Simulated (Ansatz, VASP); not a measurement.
## One calculation of Cu, two programs

```
Cu
1.0
     0.00000    1.75882    1.75882
     1.75882    0.00000    1.75882
     1.75882    1.75882    0.00000
Cu
1
Direct
  0.00000 0.00000 0.00000
```

Alike in both runs: functional LDA; k mesh 15 × 15 × 15; occupations fermi-dirac, width 0.1 eV; no spin polarisation.

Ansatz relaxed the structure, and its values are those at the end. VASP's run is a single point on that final structure, the one shown.

|  | VASP | Ansatz |
| --- | --- | --- |
| version | VASP 6.6.1 | Ansatz 0.2.0 |
| potentials or method | VASP PAW LDA potentials, release 64 (Cu), cutoff 520 eV | plane waves (420 eV) with PAW, scalar-relativistic |
| valence electrons in the cell | 11 | 19 |

```csv
,VASP,Ansatz,Ansatz less VASP
pressure (GPa),0.9,0.0,-0.86
```

Ansatz warns that its potentials were made for another functional, while VASP's fit it. LDA's correlation is that of Perdew and Zunger in VASP and of Perdew and Wang (1992) in Ansatz. VASP's potentials hold 11 valence electrons a cell and Ansatz's 19, so a difference there can come from the potentials and not from the codes.
